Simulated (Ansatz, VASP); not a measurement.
ZrN: VASP beside Ansatz

File INCAR:

```
SYSTEM = ZrN
PREC     = Accurate       ! precision mode
ENCUT    = 600            ! plane-wave cutoff, eV
EDIFF    = 1E-6           ! SCF threshold, eV
ISMEAR   = 0              ! smearing method
SIGMA    = 0.1            ! smearing width, eV
LREAL    = .False.        ! projectors in reciprocal space
LASPH    = .True.         ! aspherical terms in the spheres
NELM     = 200            ! most SCF steps
ALGO     = Normal         ! electronic algorithm
ISIF     = 2              ! what is computed and relaxed
LWAVE    = .False.        ! write WAVECAR
LCHARG   = .False.        ! write CHGCAR
ISPIN    = 2              ! spin polarisation
MAGMOM   = 1 0            ! initial moments
LORBIT   = 11             ! projections on sites
LMAXMIX  = 4              ! l up to which the mixer works
GGA      = PE             ! functional
NBANDS   = 20             ! bands
GGA_COMPAT= .False.
```

The input KPOINTS:

```
regular mesh
0
Gamma
  6 6 6
  0 0 0
```

POSCAR

```
ZrN
1.0
    0.0000000000      2.2967498141      2.2967498141
    2.2967498141      0.0000000000      2.2967498141
    2.2967498141      2.2967498141      0.0000000000
Zr N
1 1
Direct
    0.0000000000      0.0000000000      0.0000000000
    0.5000000000      0.5000000000      0.5000000000
```

Input for Ansatz:

```yaml
crystal:
  lattice:
    - [0.0, 2.2967498141, 2.2967498141]
    - [2.2967498141, 0.0, 2.2967498141]
    - [2.2967498141, 2.2967498141, 0.0]
  atoms:
    - { symbol: Zr, position: [0.0, 0.0, 0.0], spin: 1.0 }
    - { symbol: "N", position: [0.5, 0.5, 0.5] }
basis:
  ecutwfc: 420
kpoints:
  mp_grid: { grid: [6, 6, 6] }
hamiltonian:
  xc: pbe
scf:
  occupations: { method: gaussian, width: 0.1 }
  lower_state_search: "off"
output:
  forces: true
  stress: true
  eigenvalues: true
  populations: true
magnetization:
  spin_polarized: true
```

Alike in both runs: task single point; functional PBE; k mesh 6 × 6 × 6; occupations gaussian, width 0.1 eV; collinear spin.

|  | VASP | Ansatz |
| --- | --- | --- |
| version | VASP 6.6.1 | Ansatz 0.2.0 |
| potentials or method | VASP PAW PBE potentials, release 64 (Zr_sv, N), cutoff 600 eV | scalar-relativistic, plane waves, PAW |
| valence electrons in the cell | 17 | 17 |

|  | VASP | Ansatz | Ansatz less VASP |
| --- | --- | --- | --- |
| gap on the k mesh at the Fermi level (eV) | none | none | - |
| pressure (GPa) | 0.1 | 0.0 | -0.14 |
| net moment per atom (μB) | 0.00 | 0.00 | 0.000 |

A gap of «none» marks a metal or a gap that the smearing closes. Ansatz's warnings: seeded moment not kept.

The k mesh is coarse, so the values compare programs but aren't converged.
